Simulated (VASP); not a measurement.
# SbSe2 (P6_3/mmc) in VASP: notebook

The runs below take SbSe2 through single point, relaxation of cell and atoms, with PBEsol.

Everything below comes from runs of VASP 6.6.1. Logs are shortened: lines on timing, memory, paths and dates and some standing lists are left out, and cuts for length are marked.

**1. The cell of the first run**

It takes space group P6_3/mmc (No. 194, hexagonal). Conventional cell: a = 3.867 Å, b = 3.867 Å, c = 11.509 Å, α = 90.00°, β = 90.00°, γ = 120.00°. Sb (site symmetry -6m2) has 6 Se at 2.85 Å within 3.8 Å. Within 3.8 Å of Se (site symmetry 3m) lie 3 Sb at 2.85 Å and 4 Se at 3.14 to 3.54 Å.

**2. Single point, PBEsol**

INCAR

```
SYSTEM = SbSe2
ALGO = Normal ; EDIFF = 1E-6
ENCUT = 520 ; GGA = PS
ISIF = 2 ; ISMEAR = 0
LASPH = .TRUE. ; LCHARG = .FALSE.
LREAL = .FALSE. ; LWAVE = .FALSE.
NBANDS = 26 ; NELM = 60
PREC = Accurate ; SIGMA = 0.1
```

KPOINTS

```
k-points
0
G
  6 6 2
  0 0 0
```

POSCAR

```
SbSe2
1.0
    3.8674280261      0.0000000000      0.0000000000
   -1.9337140130      3.3492909179      0.0000000000
    0.0000000000      0.0000000000     11.5090595226
Sb Se
2 4
Direct
    0.6666666667      0.3333333333      0.7500000000
    0.3333333333      0.6666666667      0.2500000000
    0.3333333333      0.6666666667      0.9038993208
    0.6666666667      0.3333333333      0.4038993208
    0.3333333333      0.6666666667      0.5961006792
    0.6666666667      0.3333333333      0.0961006792
```

Potentials or basis: VASP PAW PBE potentials, release 64 (Sb, Se).

The run is started by

```sh
cat potpaw_PBE.64/Sb/POTCAR potpaw_PBE.64/Se/POTCAR > POTCAR
mpirun -np 1 vasp_std > vasp.out
```

OUTCAR:

```text
SYSTEM = SbSe2
   EDIFF = 1E-6
   ENCUT = 520
   GGA = PS
   ISIF = 2
   ISMEAR = 0
   LASPH = .TRUE.
   LREAL = .FALSE.
   NELM = 60
   PREC = Accurate

 ion  position               nearest neighbor table
   1  0.667  0.333  0.750-   3 2.85   5 2.85   3 2.85   5 2.85   3 2.85   5 2.85
   2  0.333  0.667  0.250-   4 2.85   6 2.85   4 2.85   6 2.85   4 2.85   6 2.85
   3  0.333  0.667  0.904-   1 2.85   1 2.85   1 2.85
   4  0.667  0.333  0.404-   2 2.85   2 2.85   2 2.85
   5  0.333  0.667  0.596-   1 2.85   1 2.85   1 2.85
   6  0.667  0.333  0.096-   2 2.85   2 2.85   2 2.85

  LATTYP: Found a hexagonal cell.
 ALAT       =     3.8674280261
 C/A-ratio  =     2.9758949475

  Lattice vectors:

 A1 = (   3.8674280261,   0.0000000000,   0.0000000000)
 A2 = (  -1.9337140130,   3.3492909179,   0.0000000000)
 A3 = (   0.0000000000,   0.0000000000,  11.5090595226)

Analysis of symmetry for initial positions (statically):
=====================================================================
 Subroutine PRICEL returns:
 Original cell was already a primitive cell.

 Routine SETGRP: Setting up the symmetry group for a
 hexagonal supercell.

 Subroutine GETGRP returns: Found 24 space group operations
 (whereof 12 operations were pure point group operations)
 out of a pool of 24 trial point group operations.

The static configuration has the point symmetry D_3d.
 The point group associated with its full space group is D_6h.

Analysis of symmetry for dynamics (positions and initial velocities):
=====================================================================
 Subroutine PRICEL returns:
 Original cell was already a primitive cell.

 Routine SETGRP: Setting up the symmetry group for a
 hexagonal supercell.

 Subroutine GETGRP returns: Found 24 space group operations
 (whereof 12 operations were pure point group operations)
 out of a pool of 24 trial point group operations.

The dynamic configuration has the point symmetry D_3d.
 The point group associated with its full space group is D_6h.

 Subroutine INISYM returns: Found 24 space group operations
 (whereof 12 operations are pure point group operations),
 and found     1 'primitive' translations

----------------------------------------------------------------------------------------

                                     Primitive cell

  volume of cell :     149.0785

  direct lattice vectors                    reciprocal lattice vectors
     3.867428026  0.000000000  0.000000000     0.258569776  0.149285330  0.000000000
    -1.933714013  3.349290918  0.000000000     0.000000000  0.298570660  0.000000000
     0.000000000  0.000000000 11.509059523     0.000000000  0.000000000  0.086888073

  length of vectors
     3.867428026  3.867428026 11.509059523     0.298570660  0.298570660  0.086888073

  position of ions in fractional coordinates (direct lattice)
     0.666666667  0.333333333  0.750000000
     0.333333333  0.666666667  0.250000000
     0.333333333  0.666666667  0.903899321
     0.666666667  0.333333333  0.403899321
     0.333333333  0.666666667  0.596100679
     0.666666667  0.333333333  0.096100679

  ion indices of the primitive-cell ions
   primitive index   ion index
                 1           1
                 2           2
                 3           3
                 4           4
                 5           5
                 6           6

----------------------------------------------------------------------------------------

 KPOINTS: k-points

Automatic generation of k-mesh.
 Grid dimensions read from file:
 generate k-points for:    6    6    2

 Generating k-lattice:

  Cartesian coordinates                     Fractional coordinates (reciprocal lattice)
     0.043094963  0.024880888  0.000000000     0.166666667  0.000000000  0.000000000
     0.000000000  0.049761777  0.000000000     0.000000000  0.166666667  0.000000000
     0.000000000  0.000000000  0.043444036     0.000000000  0.000000000  0.500000000

  Length of vectors
     0.049761777  0.049761777  0.043444036

  Shift w.r.t. Gamma in fractional coordinates (k-lattice)
     0.000000000  0.000000000  0.000000000

 Subroutine IBZKPT returns following result:
 ===========================================

 Found     14 irreducible k-points:

 Following reciprocal coordinates:
            Coordinates               Weight
  0.000000  0.000000  0.000000      1.000000
  0.166667 -0.000000  0.000000      6.000000
  0.333333 -0.000000  0.000000      6.000000
  0.500000 -0.000000  0.000000      3.000000
  0.166667  0.166667  0.000000      6.000000
  0.333333  0.166667  0.000000     12.000000
  0.333333  0.333333  0.000000      2.000000
  0.000000  0.000000  0.500000      1.000000
  0.166667 -0.000000  0.500000      6.000000
  0.333333 -0.000000  0.500000      6.000000
  0.500000 -0.000000  0.500000      3.000000
  0.166667  0.166667  0.500000      6.000000
  0.333333  0.166667  0.500000     12.000000
  0.333333  0.333333  0.500000      2.000000
   k-points           NKPTS =     14   k-points in BZ     NKDIM =     14   number of bands    NBANDS=     26
   number of dos      NEDOS =    301   number of ions     NIONS =      6
   total plane-waves  NPLWV =  81000
   dimension x,y,z NGX =    30 NGY =   30 NGZ =   90
   dimension x,y,z NGXF=    60 NGYF=   60 NGZF=  180
   ions per type =               2   4
   NGX,Y,Z   is equivalent  to a cutoff of  12.90, 12.90, 13.00 a.u.
   NGXF,Y,Z  is equivalent  to a cutoff of  25.79, 25.79, 26.00 a.u.
 SYSTEM =  SbSe2
   PREC   = accura    normal or accurate (medium, high low for compatibility)
   ISTART =      0    job   : 0-new  1-cont  2-samecut
   ICHARG =      2    charge: 1-file 2-atom 10-const
   ISPIN  =      1    spin polarized calculation?
   LNONCOLLINEAR =      F non collinear calculations
   LSORBIT =      F    spin-orbit coupling
   LASPH  =      T    aspherical Exc in radial PAW
   ENCUT  =  520.0 eV  38.22 Ry    6.18 a.u.   7.19  7.19 21.40*2*pi/ulx,y,z
   NELM   =     60;   NELMIN=  2; NELMDL= -5     # of ELM steps
   EDIFF  = 0.1E-05   stopping-criterion for ELM
   LREAL  =      F    real-space projection
   EDIFFG = 0.1E-04   stopping-criterion for IOM
   NSW    =      0    number of steps for IOM
   IBRION =     -1    ionic relax: 0-MD 1-quasi-New 2-CG
   NFREE  =      0    steps in history (QN), initial steepest desc. (CG)
   ISIF   =      2    stress and relaxation
   ISYM   =      2    0-nonsym 1-usesym 2-fastsym
   POTIM  = 0.5000    time-step for ionic-motion
   TEBEG  =    0.0;   TEEND  =   0.0 temperature during run
   PSTRESS=    0.0 pullay stress
   NELECT =      34.0000    total number of electrons
   NUPDOWN=      -1.0000    fix difference up-down
   EMIN   =  10.00;   EMAX   =-10.00  energy-range for DOS
   EFERMI =   0.00;   METHOD = LEGACY
   ISMEAR =     0;   SIGMA  =   0.10  broadening in eV -4-tet -1-fermi 0-gaus
   EFERMI_NEDOS =   21; number of points for ismear=-14 and -15
   IALGO  =     38    algorithm
   IMIX   =      4    mixing-type and parameters
     AMIX     =   0.40;   BMIX     =  1.00
     AMIX_MAG =   1.60;   BMIX_MAG =  1.00
  volume/ion in A,a.u.               =      24.85       167.67
  Fermi-wavevector in a.u.,A,eV,Ry     =   1.000221  1.890144 13.611852  1.000443
  Thomas-Fermi vector in A             =   2.132564
   LORBIT       =      0    0 simple, 1 ext, 2 COOP (PROOUT), +10 PAW based schemes
   GGA     = PS    functional components
   LHFCALC =     F    Hartree Fock is set to
   AEXX    =    0.0000 exact exchange contribution
   IVDW    =     0    specifies the selected vdW correction
   LEPSILON=     F    determine dielectric tensor
   LRPA    =     F    only Hartree local field effects (RPA)
 non-spin polarized calculation
 Gauss-broadening in eV      SIGMA  =   0.10
  energy-cutoff  :      520.00
  volume of cell :      149.08
 maximum number of plane-waves:      4038
 NGX is ok and might be reduce to    30
   NGX = 15   NGY = 15   NGZ = 43

 number of electron      33.9999996 magnetization

 Free energy of the ion-electron system (eV)
  ---------------------------------------------------
  ext. energy  EPLUGINS =         0.00000000
  ---------------------------------------------------
  free energy    TOTEN  =       -24.47662538 eV

  energy without entropy =      -24.45109730  energy(sigma->0) =      -24.46386134

 E-fermi :   5.4453     XC(G=0):  -9.9263

 val. band max:        5.4146046227   @ k =   0.3333   0.3333   0.0000
 cond. band min:       5.4767451957   @ k =   0.1667  -0.0000   0.0000
 fundamental gap:      0.0621405731
 Fermi energy:         5.4453071680

 k-point     1 :       0.0000    0.0000    0.0000
  band No.  band energies     occupation
      1      -9.4626      2.00000
      2      -8.6702      2.00000
      3      -8.4759      2.00000
      4      -7.0377      2.00000
      5      -3.6833      2.00000
      6      -2.3014      2.00000
[... 18 lines left out ...]
     25       9.8083      0.00000
     26      12.1012      0.00000

 k-point     2 :       0.1667   -0.0000    0.0000
  band No.  band energies     occupation
      1      -9.2020      2.00000
      2      -8.4236      2.00000
      3      -8.2677      2.00000
      4      -6.9313      2.00000
      5      -3.5561      2.00000
      6      -2.7149      2.00000
[... 18 lines left out ...]
     25      10.4276      0.00000
     26      11.7837      0.00000

 k-point     3 :       0.3333   -0.0000    0.0000
  band No.  band energies     occupation
      1      -8.5162      2.00000
      2      -7.8322      2.00000
      3      -7.7405      2.00000
      4      -6.7669      2.00000
      5      -3.7187      2.00000
      6      -3.5439      2.00000
[... 18 lines left out ...]
     25      10.7301      0.00000
     26      12.1766      0.00000

 k-point     4 :       0.5000   -0.0000    0.0000
  band No.  band energies     occupation
      1      -7.9673      2.00000
      2      -7.5112      2.00000
      3      -7.3377      2.00000
      4      -6.7893      2.00000
      5      -4.2591      2.00000
      6      -3.9407      2.00000
[... 18 lines left out ...]
     25      10.2996      0.00000
     26      12.9738      0.00000

 k-point     5 :       0.1667    0.1667    0.0000
  band No.  band energies     occupation
      1      -8.7218      2.00000
      2      -7.9963      2.00000
      3      -7.8949      2.00000
      4      -6.7949      2.00000
      5      -3.4741      2.00000
      6      -3.4067      2.00000
[... 18 lines left out ...]
     25      11.4073      0.00000
     26      11.7213      0.00000

 k-point     6 :       0.3333    0.1667    0.0000
  band No.  band energies     occupation
      1      -8.0018      2.00000
      2      -7.5154      2.00000
      3      -7.3589      2.00000
      4      -6.7721      2.00000
      5      -4.1400      2.00000
      6      -3.8146      2.00000
[... 137 lines left out ...]
 k-point    11 :       0.5000   -0.0000    0.5000
  band No.  band energies     occupation
      1      -7.8203      2.00000
      2      -7.8203      2.00000
      3      -6.9840      2.00000
      4      -6.9840      2.00000
      5      -4.1031      2.00000
      6      -4.1031      2.00000
[... 18 lines left out ...]
     25      11.0040      0.00000
     26      11.0040      0.00000

 k-point    12 :       0.1667    0.1667    0.5000
  band No.  band energies     occupation
      1      -8.5176      2.00000
      2      -8.5176      2.00000
      3      -7.1993      2.00000
      4      -7.1993      2.00000
      5      -3.4257      2.00000
      6      -3.4257      2.00000
[... 18 lines left out ...]
     25      11.7111      0.00000
     26      11.7111      0.00000

 k-point    13 :       0.3333    0.1667    0.5000
  band No.  band energies     occupation
      1      -7.8483      2.00000
      2      -7.8483      2.00000
      3      -6.9767      2.00000
      4      -6.9767      2.00000
      5      -3.9836      2.00000
      6      -3.9836      2.00000
[... 18 lines left out ...]
     25      11.5158      0.00000
     26      11.5158      0.00000

 k-point    14 :       0.3333    0.3333    0.5000
  band No.  band energies     occupation
      1      -7.5215      2.00000
      2      -7.5215      2.00000
      3      -6.9739      2.00000
      4      -6.9739      2.00000
      5      -4.1134      2.00000
      6      -4.1134      2.00000
[... 18 lines left out ...]
     25      12.4167      0.00000
     26      12.4167      0.00000

------------------------ aborting loop because EDIFF is reached ----------------------------------------

  FORCE on cell =-STRESS in cart. coord.  units (eV):
  Direction    XX          YY          ZZ          XY          YZ          ZX
  --------------------------------------------------------------------------------------
  -------------------------------------------------------------------------------------
  Total        0.0321279      0.0321279      0.0702341      0.0000000      0.0000000      0.0000000
  in kB        0.3452851      0.3452851      0.7548202      0.0000000      0.0000000      0.0000000
  external PRESSURE =       0.4817968 kB  Pullay stress =       0.0000000 kB

 VOLUME and BASIS-vectors are now :
 -----------------------------------------------------------------------------
  energy-cutoff  :      520.00
  volume of cell :      149.08
      direct lattice vectors                 reciprocal lattice vectors
     3.867428026  0.000000000  0.000000000     0.258569776  0.149285330  0.000000000
    -1.933714013  3.349290918  0.000000000     0.000000000  0.298570660  0.000000000
     0.000000000  0.000000000 11.509059523     0.000000000  0.000000000  0.086888073

 POSITION                                       TOTAL-FORCE (eV/Angst)
 -----------------------------------------------------------------------------------
      1.93371      1.11643      8.63179        -0.000000     -0.000000     -0.000000
     -0.00000      2.23286      2.87726         0.000000      0.000000     -0.000000
     -0.00000      2.23286     10.40303         0.000000     -0.000000     -0.031001
      1.93371      1.11643      4.64850        -0.000000      0.000000     -0.031001
     -0.00000      2.23286      6.86056         0.000000      0.000000      0.031001
      1.93371      1.11643      1.10603        -0.000000      0.000000      0.031001
 -----------------------------------------------------------------------------------
    total drift:                               -0.000000      0.000000      0.000000

  FREE ENERGIE OF THE ION-ELECTRON SYSTEM (eV)
  ---------------------------------------------------
  free  energy   TOTEN  =       -24.4766253849 eV

  energy  without entropy=      -24.4510973029  energy(sigma->0) =      -24.46386134
```

It took 26 s on 1 thread of AMD EPYC 9R45 (Zen 5), shared host; peak memory 0.24 GiB.

What came out:

| Property | Result |
| --- | --- |
| Free energy | -24.4766 eV |
| Pressure | 0.0 GPa |
| Largest force | 0.031 eV/Å |
| Band gap on the k mesh | zero (band 17 reaches 6.29 eV, above the bottom of band 18 at 4.54 eV) |

Forces on the atoms (eV/Å):
```
Sb   0.000  0.000  0.000
Sb   0.000  0.000  0.000
Se   0.000  0.000 -0.031
Se   0.000  0.000 -0.031
Se   0.000  0.000  0.031
Se   0.000  0.000  0.031
```

Caveat: the PAW data sets were made with another functional, which shifts forces and pressure a little; spin-orbit coupling is left out, which moves the levels of the heavy elements.

**3. Relaxation of cell and atoms, PBEsol**

This run uses another cell than the first one, of 18.14 Å³/atom, 0.730 times its volume.

INCAR

```
PREC = Accurate
ENCUT = 600
EDIFF = 1E-6
ISMEAR = 0
SIGMA = 0.1
LREAL = F
LASPH = T
NELM = 100
ALGO = Normal
ISIF = 3
LWAVE = F
LCHARG = F
GGA = PS
IBRION = 2
NSW = 80
EDIFFG = -0.05
```

KPOINTS

```
regular mesh
0
Gamma
  6 6 2
```

POSCAR

```
SbSe2
1.0
    3.1442947645      0.0000000000      0.0000000000
   -1.5721473822      2.7230391430      0.0000000000
    0.0000000000      0.0000000000     12.7110670094
Sb Se
2 4
Direct
    0.6666666667      0.3333333333      0.7500000000
    0.3333333333      0.6666666667      0.2500000000
    0.3333333333      0.6666666667      0.8766071965
    0.6666666667      0.3333333333      0.3766071965
    0.3333333333      0.6666666667      0.6233928035
    0.6666666667      0.3333333333      0.1233928035
```

Potentials or basis: VASP PAW PBE potentials, release 64 (Sb, Se).

The run is started by

```sh
cat potpaw_PBE.64/Sb/POTCAR potpaw_PBE.64/Se/POTCAR > POTCAR
mpirun -np 1 vasp_std > vasp.out
```

Wall time 9.6 min (1 thread of AMD EPYC 9R45 (Zen 5), shared host); peak memory 0.27 GiB.

Results (log left out):

- Free energy: -24.4721 eV
- Relaxed volume: 24.72 Å³/atom
- Relaxed cell: a = 3.855 Å, b = 3.855 Å, c = 11.521 Å, α = 90.00°, β = 90.00°, γ = 120.00°
- Space group after relaxing (to 0.05 Å): P6_3/mmc (No. 194)
- Energy gained by relaxing: 1407.7 meV/atom
- Ionic steps: 31
- Pressure after relaxing: 0.2 GPa
- Largest force after relaxing: 0.022 eV/Å
- Band gap on the k mesh: zero (band 17 reaches 6.35 eV, above the bottom of band 18 at 4.59 eV)

Forces in eV/Å, atoms in the order of the input:
```
Sb   0.000  0.000  0.000
Sb   0.000  0.000  0.000
Se   0.000  0.000 -0.022
Se   0.000  0.000 -0.022
Se   0.000  0.000  0.022
Se   0.000  0.000  0.022
```

The path:
```csv
step,energy change (eV),largest force (eV/Å),pressure (GPa),volume (Å³)
1,0.0000,7.6791,65.20,108.83
2,0.9471,1.6758,-9.73,271.15
3,-7.5550,1.0327,-4.40,159.60
4,-7.7413,0.7448,-2.27,153.84
5,-7.8254,0.3366,1.17,146.71
6,-7.8252,0.3883,0.71,147.54
7,-8.1115,0.2709,0.40,150.91
8,-8.1874,0.1504,0.34,152.56
9,-8.2385,0.0823,0.06,155.65
10,-8.2431,0.1420,-0.01,156.41
11,-8.2420,0.3146,-0.07,157.87
12,-8.2449,0.1950,-0.05,156.94
13,-8.2451,0.2190,-0.06,157.14
14,-8.2568,0.1746,-0.37,157.05
15,-8.2836,0.0060,-1.21,156.75
16,-8.2949,0.2645,-2.37,156.06
17,-8.2965,0.2638,-2.36,155.97
18,-8.3016,0.2614,-2.31,155.69
19,-8.3126,0.2552,-2.22,155.14
20,-8.3375,0.2402,-2.04,154.02
21,-8.3885,0.2251,-1.72,151.75
22,-8.3730,0.5229,-0.32,147.07
23,-8.4115,0.2738,-1.34,150.18
24,-8.4132,0.3059,-1.20,149.66
25,-8.4211,0.2502,-0.98,149.41
26,-8.4336,0.0825,-0.27,148.63
27,-8.4341,0.0431,-0.07,148.45
28,-8.4368,0.0387,-0.04,148.44
29,-8.4426,0.0288,0.06,148.39
30,-8.4457,0.0222,0.29,148.28
31,-8.4460,0.0219,0.24,148.31
```

Final structure:
```
CELL_PARAMETERS angstrom
3.85530 0.00000 0.00000
-1.92765 3.33879 0.00000
0.00000 0.00000 11.52149
ATOMIC_POSITIONS crystal
Sb 0.66667 0.33333 0.75000
Sb 0.33333 0.66667 0.25000
Se 0.33333 0.66667 0.90412
Se 0.66667 0.33333 0.40412
Se 0.33333 0.66667 0.59588
Se 0.66667 0.33333 0.09588
```

Levels at points of the mesh, in eV from the Fermi level:
```tsv
k point	band 13	band 14	band 15	band 16	band 17	band 18	band 19	band 20	band 21
(0.00, 0.00, 0.00)	-1.47	-1.32	-1.32	-0.36	-0.36	0.92	1.71	1.89	1.99
(0.50, 0.00, 0.00)	-2.64	-2.33	-1.86	-0.71	-0.42	-0.21	0.64	1.53	2.29
(0.00, 0.00, 0.50)	-0.70	-0.70	-0.70	-0.70	-0.30	-0.30	1.94	1.94	1.94
(0.50, 0.00, 0.50)	-2.12	-2.12	-1.47	-1.47	-0.91	-0.91	1.66	1.66	2.74
```

Caveat: the k points lie up to 0.31 Å⁻¹ apart in the final cell; the volume moved by over 15 % at a fixed basis, so the end points are rough; the PAW data sets were made with another functional, which shifts forces and pressure a little; spin-orbit coupling is left out, which moves the levels of the heavy elements; this functional lacks dispersion, which binds the layers, so the pressure and a relaxed spacing across them are unreliable; the relaxation stopped at a loose force limit of 0.05 eV/Å, so its end isn't a converged minimum.

[end of part 1 of 2]
